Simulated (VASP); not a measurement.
# ScF3 in VASP: notebook, part 2 of 2

VASP 6.6.1.

**5. Single point, LDA (equal xy, yz and zx shear strains of +1 %)**

The input, INCAR:

```
PREC     = Accurate       # precision mode
ENCUT    = 520            # plane-wave cutoff, eV
EDIFF    = 1E-6           # SCF threshold, eV
ISMEAR   = -1             # smearing method
SIGMA    = 0.02           # smearing width, eV
LREAL    = F              # projectors in reciprocal space
LASPH    = T              # aspherical terms in the spheres
NELM     = 80             # most SCF steps
ALGO     = Normal         # electronic algorithm
ISIF     = 2              # what is computed and relaxed
LWAVE    = F              # write WAVECAR
LCHARG   = F              # write CHGCAR
GGA      = CA             # functional
NBANDS   = 24             # bands
```

The input, KPOINTS:

```
regular mesh
0
Gamma
  6 6 6
```

The input, POSCAR:

```
ScF3
1.0
    4.0124500000      0.0200622500      0.0200622500
    0.0200622500      4.0124500000      0.0200622500
    0.0200622500      0.0200622500      4.0124500000
Sc F
1 3
Direct
    0.0000000000      0.0000000000      0.0000000000
    0.5000000000      0.0000000000      0.0000000000
    0.0000000000      0.5000000000      0.0000000000
    0.0000000000      0.0000000000      0.5000000000
```

Potentials or basis: VASP PAW LDA potentials, release 64 (Sc_sv, F).

The run is started by

```bash
$ cat potpaw_LDA.64/Sc_sv/POTCAR potpaw_LDA.64/F/POTCAR > POTCAR
$ mpirun -np 1 vasp_std > vasp.out
```

OUTCAR:

```text
PREC = Accurate
   ENCUT = 520
   EDIFF = 1E-6
   ISMEAR = -1
   LREAL = F
   LASPH = T
   NELM = 80
   ISIF = 2
   GGA = CA

 ion  position               nearest neighbor table
   1  0.000  0.000  0.000-   2 2.01   3 2.01   3 2.01   2 2.01   4 2.01   4 2.01
   2  0.500  0.000  0.000-   1 2.01   1 2.01
   3  0.000  0.500  0.000-   1 2.01   1 2.01
   4  0.000  0.000  0.500-   1 2.01   1 2.01

  LATTYP: Found a trigonal (rhomboedric) cell.
 ALAT       =     4.0125503100
 COS(alpha) =     0.0100244988

  Lattice vectors:

 A1 = (   4.0124500000,   0.0200622500,   0.0200622500)
 A2 = (   0.0200622500,   4.0124500000,   0.0200622500)
 A3 = (   0.0200622500,   0.0200622500,   4.0124500000)

Analysis of symmetry for initial positions (statically):
=====================================================================
 Subroutine PRICEL returns:
 Original cell was already a primitive cell.

 Routine SETGRP: Setting up the symmetry group for a
 trigonal (rhombohedral) supercell.

 Subroutine GETGRP returns: Found 12 space group operations
 (whereof 12 operations were pure point group operations)
[... 167 lines left out ...]

 E-fermi :  -3.3182     XC(G=0):  -8.8735

 val. band max:       -3.8590709967   @ k =   0.5000   0.5000   0.5000
 cond. band min:       2.3225664940   @ k =   0.0000   0.0000   0.0000
 fundamental gap:      6.1816374907
 Fermi energy:        -3.3181936326

 k-point     1 :       0.0000    0.0000    0.0000
  band No.  band energies     occupation
      1     -49.1393      2.00000
      2     -28.1779      2.00000
      3     -28.1779      2.00000
      4     -28.1764      2.00000
      5     -23.5203      2.00000
      6     -23.2371      2.00000
[... 637 lines left out ...]
     23       8.5365      0.00000
     24      10.1038      0.00000

 [... further k-points ...]

------------------------ aborting loop because EDIFF is reached ----------------------------------------

  FORCE on cell =-STRESS in cart. coord.  units (eV):
  Direction    XX          YY          ZZ          XY          YZ          ZX
  --------------------------------------------------------------------------------------
  -------------------------------------------------------------------------------------
  Total       -0.9382034     -0.9382034     -0.9382034     -0.0754734     -0.0754734     -0.0754734
  in kB      -23.2707917    -23.2707917    -23.2707917     -1.8720105     -1.8720105     -1.8720105
  external PRESSURE =     -23.2707917 kB  Pullay stress =       0.0000000 kB

 VOLUME and BASIS-vectors are now :
 -----------------------------------------------------------------------------
  energy-cutoff  :      520.00
  volume of cell :       64.59
      direct lattice vectors                 reciprocal lattice vectors
     4.012450000  0.020062250  0.020062250     0.249236689 -0.001239984 -0.001239984
     0.020062250  4.012450000  0.020062250    -0.001239984  0.249236689 -0.001239984
     0.020062250  0.020062250  4.012450000    -0.001239984 -0.001239984  0.249236689

 POSITION                                       TOTAL-FORCE (eV/Angst)
 -----------------------------------------------------------------------------------
      0.00000      0.00000      0.00000        -0.000000      0.000000      0.000000
      2.00623      0.01003      0.01003         0.000000     -0.000000     -0.000000
      0.01003      2.00623      0.01003         0.000000      0.000000      0.000000
      0.01003      0.01003      2.00623        -0.000000      0.000000     -0.000000
 -----------------------------------------------------------------------------------
    total drift:                                0.000000      0.000000      0.000000

  FREE ENERGIE OF THE ION-ELECTRON SYSTEM (eV)
  ---------------------------------------------------
  free  energy   TOTEN  =       -29.5782645422 eV

  energy  without entropy=      -29.5782645422  energy(sigma->0) =      -29.57826454
```

stdout:

```text
POSCAR found type information on POSCAR ScF
 POSCAR found :  2 types and       4 ions
 scaLAPACK will be used
 LDA part: xc-table for (Slater(with rela. corr.)+CA(PZ))
 , standard interpolation
 POSCAR, INCAR and KPOINTS ok, starting setup
 FFT: planning ... GRIDC
 FFT: planning ... GRID_SOFT
 FFT: planning ... GRID
 WAVECAR not read
 entering main loop
```

It took 36 s on 1 thread of AMD EPYC 9R45 (Zen 5), shared host; peak memory 0.14 GiB.

What came out:

- Free energy: -29.5783 eV
- Pressure: -2.3 GPa
- Band gap on the k mesh: 6.18 eV, indirect (least direct gap 6.70 eV)

Levels at points of the mesh, in eV from the valence-band top:
```tsv
k point	band 12	band 13	band 14	band 15	band 16	band 17	band 18	band 19	band 20	band 21
(0.00, 0.00, 0.00)	-0.61	-0.56	-0.56	-0.51	-0.51	6.18	6.18	6.18	7.61	7.95
(0.50, 0.00, 0.00)	-1.18	-1.18	-0.71	-0.57	-0.52	6.22	7.10	7.11	7.98	9.16
(0.50, 0.50, 0.00)	-1.17	-1.15	-0.96	-0.96	-0.01	7.13	7.15	7.79	8.64	10.77
(0.50, 0.50, 0.50)	-2.30	-2.30	0.00	0.00	0.00	7.83	7.83	7.85	10.77	10.77
```

Caveat: the cell differs from its parent crystal (equal xy, yz and zx shear strains of +1 %).

**6. Single point, LDA (equal xy, yz and zx shear strains of +2 %)**

The input, INCAR:

```
SYSTEM = ScF3
PREC = Accurate ; ENCUT = 520
EDIFF = 1E-7 ; ISMEAR = -1
SIGMA = 0.02 ; LREAL = .FALSE.
LASPH = .TRUE. ; NELM = 100
ALGO = Normal ; ISIF = 2
LWAVE = .FALSE. ; LCHARG = .FALSE.
NBANDS = 24
```

The input, KPOINTS:

```
regular mesh
0
G
  6 6 6
  0 0 0
```

The input, POSCAR:

```
ScF3
1.0
    4.0124500000      0.0401245000      0.0401245000
    0.0401245000      4.0124500000      0.0401245000
    0.0401245000      0.0401245000      4.0124500000
Sc F
1 3
Direct
    0.0000000000      0.0000000000      0.0000000000
    0.5000000000      0.0000000000      0.0000000000
    0.0000000000      0.5000000000      0.0000000000
    0.0000000000      0.0000000000      0.5000000000
```

Potentials or basis: VASP PAW LDA potentials, release 64 (Sc_sv, F).

The run is started by

```bash
$ cat potpaw_LDA.64/Sc_sv/POTCAR potpaw_LDA.64/F/POTCAR > POTCAR
$ mpirun -np 1 vasp_std > vasp.out
```

It took 37 s on 1 thread of AMD EPYC 9R45 (Zen 5), shared host; peak memory 0.13 GiB.

Results (log left out):

```yaml
Free_energy: -29.5750 eV
Pressure: -2.3 GPa
Band_gap_on_the_k_mesh: 6.17 eV, indirect (least direct gap 6.67 eV)
```

Stress tensor (GPa, compression positive):
```
-2.32 -0.38 -0.38
-0.38 -2.32 -0.38
-0.38 -0.38 -2.32
```

Levels at points of the mesh, in eV from the valence-band top:
| k point | band 12 | band 13 | band 14 | band 15 | band 16 | band 17 | band 18 | band 19 | band 20 | band 21 |
| --- | --- | --- | --- | --- | --- | --- | --- | --- | --- | --- |
| (0.00, 0.00, 0.00) | -0.64 | -0.58 | -0.53 | -0.49 | -0.49 | 6.17 | 6.17 | 6.18 | 7.61 | 7.94 |
| (0.50, 0.00, 0.00) | -1.18 | -1.18 | -0.72 | -0.60 | -0.49 | 6.22 | 7.10 | 7.10 | 7.97 | 9.16 |
| (0.50, 0.50, 0.00) | -1.18 | -1.14 | -0.97 | -0.97 | -0.01 | 7.12 | 7.15 | 7.79 | 8.63 | 10.76 |
| (0.50, 0.50, 0.50) | -2.29 | -2.29 | 0.00 | 0.00 | 0.00 | 7.82 | 7.82 | 7.86 | 10.77 | 10.77 |

Caveat: the cell differs from its parent crystal (equal xy, yz and zx shear strains of +2 %). A k mesh can miss the band edges.

**7. Summary**

```csv
cell,gap on the mesh (eV),pressure (GPa)
"a = 4.065 Å, 4 atoms",5.99,-5.7
"a = 4.013 Å, angles 91.1°, 4 atoms",6.17,-2.3
"a = 4.013 Å, angles 90.6°, 4 atoms",6.18,-2.3
"a = 4.013 Å, angles 89.4°, 4 atoms",6.18,-2.3
"a = 4.013 Å, angles 88.8°, 4 atoms",6.17,-2.3
```

Alike in all rows: task single point; level LDA; potentials or basis VASP PAW LDA potentials, release 64 (Sc_sv, F); no spin polarisation; k mesh 6 × 6 × 6; cutoff (eV) 520; smearing fermi-dirac 0.02 eV.

Absolute energies hang on the potentials; compare differences alone.
